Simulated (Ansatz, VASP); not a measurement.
## TaC: VASP beside Ansatz

Contents of INCAR:

```
SYSTEM = TaC
PREC = Accurate
ENCUT = 600
EDIFF = 1E-6
ISMEAR = -1
SIGMA = 0.1
LREAL = .False.
LASPH = .True.
NELM = 120
ALGO = Normal
ISIF = 2
LWAVE = .False.
LCHARG = .False.
GGA = PS
IVDW = 12
NBANDS = 14
GGA_COMPAT = .False.
```

Contents of KPOINTS:

```
Automatic mesh
0
Gamma
  11 11 11
  0 0 0
```

File POSCAR:

```
TaC
1.0
    0.0000000000      2.2230000000      2.2230000000
    2.2230000000      0.0000000000      2.2230000000
    2.2230000000      2.2230000000      0.0000000000
Ta C
1 1
Direct
    0.0000000000      0.0000000000      0.0000000000
    0.5000000000      0.5000000000      0.5000000000
```

Input for Ansatz:

```yaml
crystal:
  lattice:
    - [0.0, 2.223, 2.223]
    - [2.223, 0.0, 2.223]
    - [2.223, 2.223, 0.0]
  atoms:
    - { symbol: Ta, position: [0.0, 0.0, 0.0] }
    - { symbol: C, position: [0.5, 0.5, 0.5] }
basis:
  ecutwfc: 462.593566181796
kpoints:
  mp_grid:
    grid: [11, 11, 11]
hamiltonian:
  xc: pbesol
  dispersion: d3bj
scf:
  occupations:
    method: fermi_dirac
    width: 0.1
output:
  stress: true
```

Alike in both runs: task single point; functional PBEsol; dispersion D3(BJ); k mesh 11 × 11 × 11; occupations fermi-dirac, width 0.1 eV; no spin polarisation.

|  | VASP | Ansatz |
| --- | --- | --- |
| version | VASP 6.6.1 | Ansatz 0.2.0 |
| potentials or method | VASP PAW PBE potentials, release 64 (Ta_pv, C), cutoff 600 eV | plane waves, PAW |
| valence electrons in the cell | 15 | 17 |

|  | VASP | Ansatz | Ansatz less VASP |
| --- | --- | --- | --- |
| pressure (GPa) | -7.4 | -8.2 | -0.78 |

VASP's potentials were made for PBE, not for PBEsol. VASP's potentials hold 15 valence electrons a cell and Ansatz's 17, so a difference there can come from the potentials and not from the codes.

Neither program's run includes spin-orbit coupling.
